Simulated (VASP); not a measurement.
Wanted: the native input for a VASP 6.6.1 run.

| Quantity | Value |
| --- | --- |
| Task | single point |
| Functional | HF |
| Potentials or basis | VASP PAW PBE potentials, release 64 (Au) |
| Cutoff | 520 eV |
| k mesh | 6 × 6 × 6 |
| Occupations | fermi-dirac, width 0.05 eV |
| Spin | no spin polarisation |
| Dipole correction | no |
| Grid for exact exchange (PRECFOCK) | Normal |
| Further INCAR settings | ALGO = Normal; EDIFF = 1e-07; NBANDS = 12 |
| Share of exact exchange | 1 |

Crystal: Au.

```
Au
1.0
     0.00000    2.03500    2.03500
     2.03500    0.00000    2.03500
     2.03500    2.03500    0.00000
Au
1
Cartesian
  0.0000 0.0000 0.0000
```

These files were run (other wordings do the same):

POSCAR

```
Au
1.0
    0.0000000000      2.0350000000      2.0350000000
    2.0350000000      0.0000000000      2.0350000000
    2.0350000000      2.0350000000      0.0000000000
Au
1
Direct
    0.0000000000      0.0000000000      0.0000000000
```

INCAR.step1

```
SYSTEM = Au
PREC = Accurate
ENCUT = 520
EDIFF = 1E-5
ISMEAR = -1
SIGMA = 0.05
LREAL = .FALSE.
LASPH = .TRUE.
NELM = 60
ALGO = Normal
ISIF = 2
LWAVE = .TRUE.
LCHARG = .FALSE.
GGA = PE
NBANDS = 12
```

INCAR.step2

```
SYSTEM = Au
PREC = Accurate
ENCUT = 520
EDIFF = 1E-7
ISMEAR = -1
SIGMA = 0.05
LREAL = .FALSE.
LASPH = .TRUE.
NELM = 60
ALGO = Normal
ISIF = 2
LWAVE = .FALSE.
LCHARG = .FALSE.
GGA = PE
LHFCALC = .TRUE.
AEXX = 1.0
ALDAC = 0.0
AGGAC = 0.0
PRECFOCK = Normal
ISTART = 1
NBANDS = 12
```

KPOINTS

```
Automatic mesh
0
G
  6 6 6
  0 0 0
```

Potentials or basis: VASP PAW PBE potentials, release 64 (Au).

Run with:

```bash
$ cat potpaw_PBE.64/Au/POTCAR > POTCAR
$ cp INCAR.step1 INCAR
$ mpirun -np 1 vasp_std > vasp.out
$ cp INCAR.step2 INCAR
$ mpirun -np 1 vasp_std > vasp.out
```

Results of the run:

The pressure is 25.1 GPa and the band gap on the k mesh is zero (an odd number of electrons rules out a gap without spin polarisation).

Caveat: the k points lie up to 0.45 Å⁻¹ apart, too coarse for converged energies and pressures of a metal; the PAW data sets were made with another functional, which shifts forces and pressure a little; spin-orbit coupling is left out, which moves the levels of the heavy elements.

Wall time 9.3 min on 1 thread of Intel(R) Xeon(R) 6975P-C (Granite Rapids) (shared host), peak memory 0.16 GiB.
